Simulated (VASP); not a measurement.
**W: single point with LDA**

The system is W.

```
W
1.0
    -1.56096    1.56096    1.56096
     1.56096   -1.56096    1.56096
     1.56096    1.56096   -1.56096
W
1
Cartesian
  0.0000 0.0000 0.0000
```

```yaml
Program: VASP 6.6.1
Task: single point
Functional: LDA
Potentials_or_basis: VASP PAW LDA potentials, release 64 (W_sv)
Cutoff: 520 eV
k_mesh: 12 × 12 × 12
Occupations: fermi-dirac, width 0.05 eV
Spin: non-collinear spin, zero start, spin-orbit coupling
Starting_moments: "[[0.0, 0.0, 0.0]] μB"
```

| Item | Value |
| --- | --- |
| Pressure | 6.9 GPa |
| Net moment | 0.00 μB per cell |
| Valence electrons inside the program's atomic spheres | W 12.24 |

Moments on the atoms (μB; x, y, z):
```
W   0.00 0.00 0.00
```

It took 47 s on 1 thread of Intel(R) Xeon(R) Platinum 8259CL CPU @ 2.50GHz (Skylake/Cascade Lake), on a shared host, peak memory 0.17 GiB.
